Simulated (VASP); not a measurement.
Set up this calculation in VASP 6.6.1, as the native input.

```yaml
Task: single point
Functional: r2SCAN
Potentials_or_basis: VASP PAW PBE potentials, release 64 (Mo_sv, Se)
Cutoff: 520 eV
k_mesh: 10 × 10 × 10
Occupations: gaussian, width 0.05 eV
Spin: no spin polarisation
Dipole_correction: no
Further_INCAR_settings: ALGO = Normal; EDIFF = 1e-06; NBANDS = 17
```

MoSe:

```
Mo Se
1.0
     0.00000    2.83145    2.83145
     2.83145    0.00000    2.83145
     2.83145    2.83145    0.00000
Mo Se
1 1
Direct
  0.00000 0.00000 0.00000
  0.25000 0.25000 0.25000
```

The input as run:

POSCAR

```
MoSe
1.0
    0.0000000000      2.8314484773      2.8314484773
    2.8314484773      0.0000000000      2.8314484773
    2.8314484773      2.8314484773      0.0000000000
Mo Se
1 1
Direct
    0.0000000000      0.0000000000      0.0000000000
    0.2500000000      0.2500000000      0.2500000000
```

INCAR.step1

```
PREC = Accurate
ENCUT = 520
ISMEAR = 0
SIGMA = 0.05
LREAL = False
LASPH = True
NELM = 80
NBANDS = 17
GGA = PE
ALGO = Normal
EDIFF = 1E-4
LWAVE = True
LCHARG = False
```

INCAR.step2

```
PREC = Accurate
ENCUT = 520
EDIFF = 1E-6
ISMEAR = 0
SIGMA = 0.05
LREAL = False
LASPH = True
NELM = 80
ALGO = Normal
ISIF = 2
LWAVE = False
LCHARG = True
METAGGA = R2SCAN
LMIXTAU = True
LELF = True
LVHAR = True
NBANDS = 17
ISTART = 1
```

KPOINTS

```
regular mesh
0
Gamma
  10 10 10
```

Potentials or basis: VASP PAW PBE potentials, release 64 (Mo_sv, Se).

Launch:

```sh
$ cat potpaw_PBE.64/Mo_sv/POTCAR potpaw_PBE.64/Se/POTCAR > POTCAR
$ cp INCAR.step1 INCAR
$ mpirun -np 1 vasp_std > vasp.out
$ cp INCAR.step2 INCAR
$ mpirun -np 1 vasp_std > vasp.out
```

It gave:

```json
{
  "Pressure": "-2.4 GPa",
  "Band gap on the k mesh": "zero (bands 10 and 11 overlap by 0.18 eV)"
}
```

Caveat: the PAW data sets were made with another functional, which shifts forces and pressure a little.

It took 2.1 min on 1 thread of AMD EPYC 7R13 Processor (Zen 3) (shared host), peak memory 0.16 GiB.
